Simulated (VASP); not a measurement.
Sn2Ir, 3 atoms in the cell. It takes space group Fm-3m (No. 225, cubic). The conventional cell has a = 6.222 Å, b = 6.222 Å, c = 6.222 Å, α = 90.00°, β = 90.00°, γ = 90.00°. Sn (site symmetry -43m) has 4 Ir at 2.69 Å and 6 Sn at 3.11 Å within 3.6 Å. Within 3.6 Å of Ir (site symmetry m-3m) lie 8 Sn at 2.69 Å. 

* Program: VASP 6.6.1
* Task: vibrations by perturbation theory
* Functional: LDA
* Potentials or basis: VASP PAW LDA potentials, release 64 (Sn_d, Ir)
* Cutoff: 520 eV
* k mesh: 12 × 12 × 12
* Occupations: fermi-dirac, width 0.15 eV
* Spin: no spin polarisation
* Dipole correction: no
* Further INCAR settings: ALGO = Normal; EDIFF = 1e-08; IBRION = 8; NSW = 1

Potentials or basis: VASP PAW LDA potentials, release 64 (Sn_d, Ir).

Run with:

```sh
$ cat potpaw_LDA.64/Sn_d/POTCAR potpaw_LDA.64/Ir/POTCAR > POTCAR
$ mpirun -np 1 vasp_std > vasp.out
```

Hardware: 1 thread of Intel Xeon 8259CL (shared host).

Question: How long does it take, and how much memory?

Answer: It took 33 min on 1 thread of Intel Xeon 8259CL, with other jobs on the host, peak memory 0.82 GiB. Counts: scf iterations 47, k points 72.
